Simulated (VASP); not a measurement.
# MoW4 (P4/nmm) in VASP: single point with PBE

Aim: the single point of MoW4 with PBE.

All numbers are computed with VASP 6.6.1; they aren't measurements. Logs are shortened: lines on timing, memory, paths and dates and some standing lists are left out, and cuts for length are marked.

**1. The cell of the first run**

It takes space group P4/nmm (No. 129, tetragonal). The conventional cell has a = 3.179 Å, b = 3.179 Å, c = 15.902 Å, α = 90.00°, β = 90.00°, γ = 90.00°. Within 3.6 Å of Mo (site symmetry 4mm) lie 8 Mo at 2.74 to 3.18 Å and 6 W at 2.75 to 3.18 Å. W (site symmetry 4mm) has 13 W at 2.76 to 3.19 Å and 1 Mo at 3.18 Å within 3.6 Å. W (site symmetry 4mm) has 14 W at 2.76 to 3.19 Å within 3.6 Å. W (site symmetry 4mm) has 5 Mo at 2.75 to 3.16 Å and 9 W at 2.76 to 3.19 Å within 3.6 Å. Within 3.6 Å of W (site symmetry 4mm) lie 14 W at 2.76 to 3.19 Å.

**2. Single point, PBE**

INCAR reads:

```
SYSTEM = MoW4
PREC = Accurate
ENCUT = 520
EDIFF = 1E-6
ISMEAR = 0
SIGMA = 0.1
LREAL = .FALSE.
LASPH = .TRUE.
NELM = 100
ALGO = Fast
ISIF = 2
LWAVE = .FALSE.
LCHARG = .FALSE.
GGA = PE
NBANDS = 81
```

KPOINTS reads:

```
Automatic mesh
0
G
  10 10 2
  0 0 0
```

POSCAR reads:

```
MoW4
1.0
    3.1791401485      0.0000000000      0.0000000000
    0.0000000000      3.1791401485      0.0000000000
    0.0000000000      0.0000000000     15.9017550185
Mo W
2 8
Direct
    0.0000000000      0.5000000000      0.9504711096
    0.5000000000      0.0000000000      0.0495288904
    0.5000000000      0.0000000000      0.2493315186
    0.0000000000      0.5000000000      0.3496524985
    0.0000000000      0.5000000000      0.7506684814
    0.5000000000      0.0000000000      0.6503475015
    0.5000000000      0.0000000000      0.8510080675
    0.0000000000      0.5000000000      0.5501025966
    0.5000000000      0.0000000000      0.4498974034
    0.0000000000      0.5000000000      0.1489919325
```

Potentials or basis: VASP PAW PBE potentials, release 64 (Mo_sv, W_sv).

Started as:

```console
$ cat potpaw_PBE.64/Mo_sv/POTCAR potpaw_PBE.64/W_sv/POTCAR > POTCAR
$ mpirun -np 1 vasp_std > vasp.out
```

OUTCAR:

```text
SYSTEM = MoW4
   PREC = Accurate
   ENCUT = 520
   EDIFF = 1E-6
   ISMEAR = 0
   LREAL = .FALSE.
   LASPH = .TRUE.
   NELM = 100
   ISIF = 2
   GGA = PE

 ion  position               nearest neighbor table
   1  0.000  0.500  0.950-   2 2.74   2 2.74   2 2.74   2 2.74   7 2.75   7 2.75   7 2.75   7 2.75
                            10 3.16   5 3.18
   2  0.500  0.000  0.050-   1 2.74   1 2.74   1 2.74   1 2.74  10 2.75  10 2.75  10 2.75  10 2.75
                             7 3.16   3 3.18
   3  0.500  0.000  0.249-   4 2.76   4 2.76   4 2.76   4 2.76  10 2.76  10 2.76  10 2.76  10 2.76
                             2 3.18   9 3.19
   4  0.000  0.500  0.350-   9 2.76   9 2.76   9 2.76   9 2.76   3 2.76   3 2.76   3 2.76   3 2.76
                             8 3.19  10 3.19
   5  0.000  0.500  0.751-   6 2.76   6 2.76   6 2.76   6 2.76   7 2.76   7 2.76   7 2.76   7 2.76
                             1 3.18   8 3.19
   6  0.500  0.000  0.650-   8 2.76   8 2.76   8 2.76   8 2.76   5 2.76   5 2.76   5 2.76   5 2.76
                             9 3.19   7 3.19
   7  0.500  0.000  0.851-   1 2.75   1 2.75   1 2.75   1 2.75   5 2.76   5 2.76   5 2.76   5 2.76
                             2 3.16   6 3.19
   8  0.000  0.500  0.550-   9 2.76   9 2.76   9 2.76   9 2.76   6 2.76   6 2.76   6 2.76   6 2.76
                             4 3.19   5 3.19
   9  0.500  0.000  0.450-   8 2.76   8 2.76   8 2.76   8 2.76   4 2.76   4 2.76   4 2.76   4 2.76
                             6 3.19   3 3.19
  10  0.000  0.500  0.149-   2 2.75   2 2.75   2 2.75   2 2.75   3 2.76   3 2.76   3 2.76   3 2.76
                             1 3.16   4 3.19

  LATTYP: Found a simple tetragonal cell.
 ALAT       =     3.1791401485
 C/A-ratio  =     5.0019043753

  Lattice vectors:

 A1 = (   3.1791401485,   0.0000000000,   0.0000000000)
 A2 = (   0.0000000000,   3.1791401485,   0.0000000000)
 A3 = (   0.0000000000,   0.0000000000,  15.9017550185)

Analysis of symmetry for initial positions (statically):
=====================================================================
 Subroutine PRICEL returns:
 Original cell was already a primitive cell.

 Routine SETGRP: Setting up the symmetry group for a
 simple tetragonal supercell.

 Subroutine GETGRP returns: Found 16 space group operations
 (whereof  8 operations were pure point group operations)
 out of a pool of 16 trial point group operations.

The static configuration has the point symmetry D_2d.
 The point group associated with its full space group is D_4h.

Analysis of symmetry for dynamics (positions and initial velocities):
=====================================================================
 Subroutine PRICEL returns:
 Original cell was already a primitive cell.

 Routine SETGRP: Setting up the symmetry group for a
 simple tetragonal supercell.
[... 132 lines left out ...]
   PSTRESS=    0.0 pullay stress
   NELECT =     140.0000    total number of electrons
   NUPDOWN=      -1.0000    fix difference up-down
   EMIN   =  10.00;   EMAX   =-10.00  energy-range for DOS
   EFERMI =   0.00;   METHOD = LEGACY
   ISMEAR =     0;   SIGMA  =   0.10  broadening in eV -4-tet -1-fermi 0-gaus
   EFERMI_NEDOS =   21; number of points for ismear=-14 and -15
   IALGO  =     68    algorithm
   IMIX   =      4    mixing-type and parameters
     AMIX     =   0.40;   BMIX     =  1.00
     AMIX_MAG =   1.60;   BMIX_MAG =  1.00
  volume/ion in A,a.u.               =      16.07       108.46
  Fermi-wavevector in a.u.,A,eV,Ry     =   1.563493  2.954574 33.259598  2.444511
  Thomas-Fermi vector in A             =   2.666256
   LORBIT       =      0    0 simple, 1 ext, 2 COOP (PROOUT), +10 PAW based schemes
   GGA     = PE    functional components
   LHFCALC =     F    Hartree Fock is set to
   AEXX    =    0.0000 exact exchange contribution
   IVDW    =     0    specifies the selected vdW correction
   LEPSILON=     F    determine dielectric tensor
   LRPA    =     F    only Hartree local field effects (RPA)
 non-spin polarized calculation
 RMM-DIIS sequential band-by-band and
 Gauss-broadening in eV      SIGMA  =   0.10
  energy-cutoff  :      520.00
  volume of cell :      160.72
 maximum number of plane-waves:      4408
 NGX is ok and might be reduce to    24
   NGX = 11   NGY = 11   NGZ = 59

 number of electron     139.9999991 magnetization

 Free energy of the ion-electron system (eV)
  ---------------------------------------------------
  ext. energy  EPLUGINS =         0.00000000
  ---------------------------------------------------
  free energy    TOTEN  =      -125.53213394 eV

  energy without entropy =     -125.51014876  energy(sigma->0) =     -125.52114135

 E-fermi :  11.4283     XC(G=0): -13.4994

 val. band max:       11.4278481197   @ k =   0.1000   0.1000   0.5000
 cond. band min:      11.4355341115   @ k =   0.5000   0.4000   0.0000
 fundamental gap:      0.0076859917
 Fermi energy:        11.4282685562

 k-point     1 :       0.0000    0.0000    0.0000
  band No.  band energies     occupation
      1     -62.7814      2.00000
      2     -62.7555      2.00000
      3     -62.7339      2.00000
      4     -62.7022      2.00000
      5     -62.6606      2.00000
      6     -62.6199      2.00000
[... 2005 lines left out ...]
     80      12.8013      0.00000
     81      13.1654      0.00000

 [... further k-points ...]
[... 5 lines left out ...]
  --------------------------------------------------------------------------------------
  -------------------------------------------------------------------------------------
  Total        0.5024367      0.5024367      0.5028559      0.0000000      0.0000000      0.0000000
  in kB        5.0087291      5.0087291      5.0129075      0.0000000      0.0000000      0.0000000
  external PRESSURE =       5.0101219 kB  Pullay stress =       0.0000000 kB

 VOLUME and BASIS-vectors are now :
 -----------------------------------------------------------------------------
  energy-cutoff  :      520.00
  volume of cell :      160.72
      direct lattice vectors                 reciprocal lattice vectors
     3.179140149  0.000000000  0.000000000     0.314550461  0.000000000  0.000000000
     0.000000000  3.179140149  0.000000000     0.000000000  0.314550461  0.000000000
     0.000000000  0.000000000 15.901755018     0.000000000  0.000000000  0.062886140

 POSITION                                       TOTAL-FORCE (eV/Angst)
 -----------------------------------------------------------------------------------
      0.00000      1.58957     15.11416         0.000000     -0.000000     -0.000495
      1.58957      0.00000      0.78760        -0.000000      0.000000      0.000495
      1.58957      0.00000      3.96481        -0.000000      0.000000     -0.002120
      0.00000      1.58957      5.56009         0.000000      0.000000      0.000291
      0.00000      1.58957     11.93695         0.000000      0.000000      0.002120
      1.58957      0.00000     10.34167        -0.000000      0.000000     -0.000291
      1.58957      0.00000     13.53252         0.000000      0.000000      0.003533
      0.00000      1.58957      8.74760         0.000000     -0.000000     -0.001379
      1.58957      0.00000      7.15416         0.000000      0.000000      0.001379
      0.00000      1.58957      2.36923         0.000000     -0.000000     -0.003533
 -----------------------------------------------------------------------------------
    total drift:                                0.000000      0.000000      0.000000

  FREE ENERGIE OF THE ION-ELECTRON SYSTEM (eV)
  ---------------------------------------------------
  free  energy   TOTEN  =      -125.5321339422 eV

  energy  without entropy=     -125.5101487621  energy(sigma->0) =     -125.52114135
```

stdout:

```text
POSCAR found type information on POSCAR MoW
 POSCAR found :  2 types and      10 ions
 scaLAPACK will be used
 LDA part: xc-table for (Slater+PW92), standard interpolation
 POSCAR, INCAR and KPOINTS ok, starting setup
 FFT: planning ... GRIDC
 FFT: planning ... GRID_SOFT
 FFT: planning ... GRID
 WAVECAR not read
 entering main loop
```

It took 13 min on 1 thread of Intel Xeon Platinum 8259CL at 2.50GHz (Skylake/Cascade Lake), shared host; peak memory 0.51 GiB.

What came out:

| Property | Result |
| --- | --- |
| Free energy | -125.5321 eV |
| Pressure | 0.5 GPa |
| Largest force | 0.004 eV/Å |
| Band gap on the k mesh | zero (band 70 reaches 12.27 eV, above the bottom of band 71 at 11.08 eV) |

Forces on the atoms (eV/Å):
```
Mo   0.000  0.000  0.000
Mo   0.000  0.000  0.000
W    0.000  0.000 -0.002
W    0.000  0.000  0.000
W    0.000  0.000  0.002
W    0.000  0.000  0.000
W    0.000  0.000  0.004
W    0.000  0.000 -0.001
W    0.000  0.000  0.001
W    0.000  0.000 -0.004
```

Levels at points of the mesh, in eV from the Fermi level:
```
           k point  band 67  band 68  band 69  band 70  band 71  band 72  band 73  band 74
(0.00, 0.00, 0.00)    -0.99    -0.99    -0.86    -0.75     0.16     0.16     0.23     0.23
(0.50, 0.00, 0.00)    -0.54    -0.54    -0.16    -0.16     0.10     0.10     0.52     0.52
(0.50, 0.50, 0.00)    -0.41    -0.41     0.85     0.85     1.81     1.81     2.26     2.26
(0.00, 0.00, 0.50)    -0.55    -0.55    -0.53    -0.53    -0.35    -0.33    -0.29    -0.26
(0.50, 0.00, 0.50)    -1.16    -1.16    -0.20    -0.20    -0.15    -0.15     0.81     0.81
(0.50, 0.50, 0.50)     0.23     0.23     0.58     0.58     1.82     1.82     2.22     2.22
```

Caveat: spin-orbit coupling is left out, which moves the levels of the heavy elements.
